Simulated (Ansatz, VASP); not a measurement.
CaO in VASP and in Ansatz

```
CELL_PARAMETERS angstrom
0.00000 2.44900 2.44900
2.44900 0.00000 2.44900
2.44900 2.44900 0.00000
ATOMIC_POSITIONS crystal
Ca 0.05104 0.94896 0.94896
O 0.50000 0.50000 0.50000
```

Change from the starting cell: all Ca atoms moved -0.250 Å, as atom 1 along Cartesian [1 0 0].

Alike in both runs: task single point; functional PBE; k mesh 8 × 8 × 8; occupations gaussian, width 0.05 eV; no spin polarisation.

|  | VASP | Ansatz |
| --- | --- | --- |
| version | VASP 6.6.1 | Ansatz 0.2.0 |
| potentials or method | VASP PAW PBE potentials, release 64 (Ca_sv, O), cutoff 520 eV | scalar-relativistic, plane waves, PAW |
| valence electrons in the cell | 16 | 16 |

|  | VASP | Ansatz | Ansatz less VASP |
| --- | --- | --- | --- |
| gap on the k mesh at the Fermi level (eV) | 3.84 | 3.85 | +0.014 |
| least direct gap on the mesh (eV) | 4.08 | 4.10 | +0.016 |
| pressure (GPa) | -1.1 | -1.7 | -0.52 |
| traceless stress, the component that is largest in VASP (GPa) | 5.19 | 4.98 | -0.217 |
| rms of the force components (eV/Å) | 0.485 | 0.463 | -0.0228 |

Atom by atom the forces differ by 0.023 eV/Å (rms over components).
